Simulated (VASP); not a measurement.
# CdS (I4mm) in VASP: further runs, part 2 of 2

VASP 6.6.1.

## 4. Single point, r2SCAN

This run uses another cell than the first one, of 21.84 Å³/atom, 1.025 times its volume.

POSCAR reads:

```
CdS
1.0
    0.0000000000      2.7950788809      2.7950788809
    2.7950788809      0.0000000000      2.7950788809
    2.7950788809      2.7950788809      0.0000000000
Cd S
1 1
Direct
   -0.0106154634      0.0106154634      0.0106154634
    0.5372216687      0.4627783313      0.4627783313
```

INCAR.step1 reads:

```
ALGO = Normal ; EDIFF = 1E-4
ENCUT = 520 ; GGA = PE
ISMEAR = 0 ; LASPH = True
LCHARG = False ; LREAL = False
LWAVE = True ; NBANDS = 16
NELM = 100 ; PREC = Accurate
SIGMA = 0.05
```

INCAR.step2 reads:

```
ALGO = Normal ; EDIFF = 1E-6
ENCUT = 520 ; ISIF = 2
ISMEAR = 0 ; ISTART = 1
LASPH = True ; LCHARG = False
LMIXTAU = True ; LREAL = False
LWAVE = False ; METAGGA = R2SCAN
NBANDS = 16 ; NELM = 100
PREC = Accurate ; SIGMA = 0.05
```

KPOINTS reads:

```
k-points
0
Gamma
  8 8 8
```

Potentials or basis: VASP PAW PBE potentials, release 64 (Cd, S).

The run is started by

```console
cat potpaw_PBE.64/Cd/POTCAR potpaw_PBE.64/S/POTCAR > POTCAR
cp INCAR.step1 INCAR
mpirun -np 1 vasp_std > vasp.out
cp INCAR.step2 INCAR
mpirun -np 1 vasp_std > vasp.out
```

OUTCAR:

```text
EDIFF = 1E-6
   ENCUT = 520
   ISIF = 2
   ISMEAR = 0
   ISTART = 1
   LASPH = True
   LREAL = False
   METAGGA = R2SCAN
   NELM = 100
   PREC = Accurate

 ion  position               nearest neighbor table
   1  0.989  0.011  0.011-   2 2.53   2 2.81   2 2.81   2 2.81   2 2.81   2 3.06
   2  0.537  0.463  0.463-   1 2.53   1 2.81   1 2.81   1 2.81   1 2.81   1 3.06

  LATTYP: Found a face centered cubic cell.
 ALAT       =     5.5901577618

  Lattice vectors:

 A1 = (   0.0000000000,   2.7950788809,   2.7950788809)
 A2 = (   2.7950788809,   0.0000000000,   2.7950788809)
 A3 = (   2.7950788809,   2.7950788809,   0.0000000000)

Analysis of symmetry for initial positions (statically):
=====================================================================
 Subroutine PRICEL returns:
 Original cell was already a primitive cell.

 Routine SETGRP: Setting up the symmetry group for a
 face centered cubic supercell.

 Subroutine GETGRP returns: Found  8 space group operations
 (whereof  8 operations were pure point group operations)
 out of a pool of 48 trial point group operations.

The static configuration has the point symmetry C_4v.

Analysis of symmetry for dynamics (positions and initial velocities):
=====================================================================
 Subroutine PRICEL returns:
 Original cell was already a primitive cell.

 Routine SETGRP: Setting up the symmetry group for a
 face centered cubic supercell.

 Subroutine GETGRP returns: Found  8 space group operations
 (whereof  8 operations were pure point group operations)
 out of a pool of 48 trial point group operations.

The dynamic configuration has the point symmetry C_4v.

 Subroutine INISYM returns: Found  8 space group operations
 (whereof  8 operations are pure point group operations),
 and found     1 'primitive' translations

----------------------------------------------------------------------------------------

[... 107 lines left out ...]
   ISMEAR =     0;   SIGMA  =   0.05  broadening in eV -4-tet -1-fermi 0-gaus
   EFERMI_NEDOS =   21; number of points for ismear=-14 and -15
   IALGO  =     38    algorithm
   IMIX   =      4    mixing-type and parameters
     AMIX     =   0.40;   BMIX     =  1.00
     AMIX_MAG =   1.60;   BMIX_MAG =  1.00
  volume/ion in A,a.u.               =      21.84       147.36
  Fermi-wavevector in a.u.,A,eV,Ry     =   1.218321  2.302292 20.195198  1.484305
  Thomas-Fermi vector in A             =   2.353611
   LORBIT       =      0    0 simple, 1 ext, 2 COOP (PROOUT), +10 PAW based schemes
   METAGGA = R2SCAN    functional components
   LHFCALC =     F    Hartree Fock is set to
   AEXX    =    0.0000 exact exchange contribution
   IVDW    =     0    specifies the selected vdW correction
   LEPSILON=     F    determine dielectric tensor
   LRPA    =     F    only Hartree local field effects (RPA)
 non-spin polarized calculation
 Gauss-broadening in eV      SIGMA  =   0.05
  energy-cutoff  :      520.00
  volume of cell :       43.67
 maximum number of plane-waves:      1243
 NGX is ok and might be reduce to    30
   NGX = 15   NGY = 15   NGZ = 15

 number of electron      18.0000003 magnetization

 Free energy of the ion-electron system (eV)
  ---------------------------------------------------
  ext. energy  EPLUGINS =         0.00000000
  ---------------------------------------------------
  free energy    TOTEN  =       -29.43415659 eV

  energy without entropy =      -29.43415659  energy(sigma->0) =      -29.43415659

 E-fermi :   2.2760     XC(G=0): -10.5978

 val. band max:        2.0242450223   @ k =   0.0000  -0.2500   0.1250
 cond. band min:       2.8701592694   @ k =   0.5000   0.5000   0.0000
 fundamental gap:      0.8459142470
 Fermi energy:         2.2760119613

 k-point     1 :       0.0000    0.0000    0.0000
  band No.  band energies     occupation
      1     -10.8426      2.00000
      2      -5.8032      2.00000
      3      -5.7278      2.00000
      4      -5.7278      2.00000
      5      -5.6825      2.00000
      6      -5.6758      2.00000
[... 433 lines left out ...]
      3      -5.7648      2.00000
      4      -5.6450      2.00000
      5      -5.5145      2.00000
      6      -5.3621      2.00000
[... 8 lines left out ...]
     15      16.1900      0.00000
     16      17.4342      0.00000

 [... further k-points ...]
[... 5 lines left out ...]
  --------------------------------------------------------------------------------------
  -------------------------------------------------------------------------------------
  Total        0.2083019     -1.3459654     -1.3459654     -0.0000000      0.0000000      0.0000000
  in kB        7.6417284    -49.3778598    -49.3778598     -0.0000000      0.0000000      0.0000000
  external PRESSURE =     -30.3713304 kB  Pullay stress =       0.0000000 kB

 VOLUME and BASIS-vectors are now :
 -----------------------------------------------------------------------------
  energy-cutoff  :      520.00
  volume of cell :       43.67
      direct lattice vectors                 reciprocal lattice vectors
     0.000000000  2.795078881  2.795078881    -0.178885828  0.178885828  0.178885828
     2.795078881  0.000000000  2.795078881     0.178885828 -0.178885828  0.178885828
     2.795078881  2.795078881  0.000000000     0.178885828  0.178885828 -0.178885828

 POSITION                                       TOTAL-FORCE (eV/Angst)
 -----------------------------------------------------------------------------------
      0.05934      2.79508      2.79508        -0.470594      0.000000      0.000000
      2.58700      2.79508      2.79508         0.470594      0.000000      0.000000
 -----------------------------------------------------------------------------------
    total drift:                               -0.000487     -0.000000     -0.000000

  FREE ENERGIE OF THE ION-ELECTRON SYSTEM (eV)
  ---------------------------------------------------
  free  energy   TOTEN  =       -29.4341565901 eV

  energy  without entropy=      -29.4341565901  energy(sigma->0) =      -29.43415659
```

OUTCAR.step1:

```text
EDIFF = 1E-4
   ENCUT = 520
   GGA = PE
   ISMEAR = 0
   LASPH = True
[... 677 lines left out ...]
 -----------------------------------------------------------------------------------
      0.05934      2.79508      2.79508        -0.447633      0.000000      0.000000
      2.58700      2.79508      2.79508         0.447633      0.000000      0.000000
 -----------------------------------------------------------------------------------
    total drift:                               -0.000694      0.000000      0.000000

  FREE ENERGIE OF THE ION-ELECTRON SYSTEM (eV)
  ---------------------------------------------------
  free  energy   TOTEN  =        -5.8157453033 eV

  energy  without entropy=       -5.8157453031  energy(sigma->0) =       -5.81574530
```

It took 1.7 min on 1 thread of Intel Xeon 6975P-C (Granite Rapids), shared host; peak memory 0.19 GiB.

What came out:

```yaml
Free_energy: -29.4342 eV
Pressure: -3.0 GPa
Largest_force: 0.471 eV/Å
Band_gap_on_the_k_mesh: 0.85 eV, indirect (least direct gap 1.80 eV)
```

Forces in eV/Å, atoms in the order of the input:
```
Cd  -0.471  0.000  0.000
S    0.471  0.000  0.000
```

Caveat: the PAW data sets were made with another functional, which shifts forces and pressure a little.
